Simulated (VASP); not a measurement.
A run of VASP 6.6.1:

File INCAR:

```
PREC = Accurate ; ENCUT = 500
EDIFF = 1E-6 ; ISMEAR = 0
SIGMA = 0.15 ; LREAL = False
LASPH = True ; NELM = 120
ALGO = Normal ; ISIF = 2
LWAVE = False ; LCHARG = True
GGA = PE ; IVDW = 12
LELF = True ; LVHAR = True
NBANDS = 18 ; GGA_COMPAT = False
```

KPOINTS

```
regular mesh
0
Gamma
  16 16 12
```

File POSCAR:

```
Ag
1.0
    0.0000000000     -2.0431000000     -2.0431000000
    0.0000000000      2.0431000000     -2.0431000000
    4.0862000000      0.0000000000      0.0000000000
Ag
2
Direct
    0.5000000000      0.5000000000      0.5000000000
    0.0000000000      0.0000000000      0.0000000000
```

Potentials or basis: VASP PAW PBE potentials, release 64 (Ag).

The run is started by

```console
$ cat potpaw_PBE.64/Ag/POTCAR > POTCAR
$ mpirun -np 1 vasp_std > vasp.out
```

Hardware: 1 thread of Intel Xeon 8259CL (shared host).

Question: Estimate the wall time of this run.

Answer: It took 2.7 min on 1 thread of Intel Xeon 8259CL, on a shared host, peak memory 0.28 GiB. Counts: scf iterations 11, k points 315.
